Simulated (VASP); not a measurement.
A run of VASP 6.6.1 is set up as follows.

The input POSCAR:

```
Al
1.0
    2.8494655857      0.0000000000      0.0000000000
   -1.4247327979      2.4677095843      0.0000000000
    0.0000000000      0.0000000000      4.9308948445
Al
2
Direct
    0.6666666667      0.3333333333      0.7500000000
    0.3333333333      0.6666666667      0.2500000000
```

Contents of INCAR.step1:

```
PREC     = Accurate       # precision mode
ENCUT    = 520            # plane-wave cutoff, eV
ISMEAR   = 1              # smearing method
SIGMA    = 0.1            # smearing width, eV
LREAL    = False          # projectors in reciprocal space
LASPH    = True           # aspherical terms in the spheres
NELM     = 100            # most SCF steps
NBANDS   = 10             # bands
GGA      = PE             # functional
ALGO     = Normal         # electronic algorithm
EDIFF    = 1E-4           # SCF threshold, eV
LWAVE    = True           # write WAVECAR
LCHARG   = False          # write CHGCAR
```

File INCAR.step2:

```
PREC     = Accurate       # precision mode
ENCUT    = 520            # plane-wave cutoff, eV
EDIFF    = 1E-6           # SCF threshold, eV
ISMEAR   = 1              # smearing method
SIGMA    = 0.1            # smearing width, eV
LREAL    = False          # projectors in reciprocal space
LASPH    = True           # aspherical terms in the spheres
NELM     = 100            # most SCF steps
ALGO     = Normal         # electronic algorithm
ISIF     = 2              # what is computed and relaxed
LWAVE    = False          # write WAVECAR
LCHARG   = False          # write CHGCAR
METAGGA  = R2SCAN         # meta-GGA
LMIXTAU  = True         
NBANDS   = 10             # bands
ISTART   = 1
```

Contents of KPOINTS:

```
Automatic mesh
0
Gamma
  12 12 6
```

Potentials or basis: VASP PAW PBE potentials, release 64 (Al).

The run is started by

```sh
$ cat potpaw_PBE.64/Al/POTCAR > POTCAR
$ cp INCAR.step1 INCAR
$ mpirun -np 1 vasp_std > vasp.out
$ cp INCAR.step2 INCAR
$ mpirun -np 1 vasp_std > vasp.out
```

Question: Estimate the pressure.

Answer: -6.1 GPa.

Question: Predict the band gap on the k mesh.

Answer: Zero (bands 3 and 4 overlap by 6.99 eV).

Stress tensor (GPa, compression positive):
```
-4.95  0.00  0.00
 0.00 -4.95  0.00
 0.00  0.00 -8.49
```

Caveat: the cell stands under tension; the PAW data sets were made with another functional, which shifts forces and pressure a little.
